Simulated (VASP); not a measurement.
# ZnO (CsCl type): single point with PBE

Crystal: ZnO (CsCl type).

```xyz
2
Lattice="2.5760 0.0000 0.0000 0.0000 2.5760 0.0000 0.0000 0.0000 2.5760" Properties=species:S:1:pos:R:3 pbc="T T T"
Zn    0.0000    0.0000    0.0000
O     1.2880    1.2880    1.2880
```

This cell differs from its parent crystal: volume scaled by 0.88.

```yaml
Program: VASP 6.6.1
Task: single point
Functional: PBE
Potentials_or_basis: VASP PAW PBE potentials, release 64 (Zn, O)
Cutoff: 520 eV
k_mesh: 15 × 15 × 15
Occupations: fermi-dirac, width 0.05 eV
Spin: no spin polarisation
Dipole_correction: no
Further_INCAR_settings: ALGO = Normal; EDIFF = 1e-06; NBANDS = 16
```

```yaml
Pressure: 28.5 GPa
Band_gap_on_the_k_mesh: zero (band 9 reaches 4.41 eV, above the bottom of band 10 at 4.30 eV)
```

Levels at points of the mesh, in eV from the Fermi level:
| k point | band 6 | band 7 | band 8 | band 9 | band 10 | band 11 | band 12 | band 13 |
| --- | --- | --- | --- | --- | --- | --- | --- | --- |
| (0.00, 0.00, 0.00) | -5.58 | -1.71 | -1.71 | -1.71 | -0.31 | 14.56 | 14.56 | 18.96 |

Run time: 29 s on 1 thread of Intel Xeon 8259CL (shared host), peak memory 0.15 GiB.
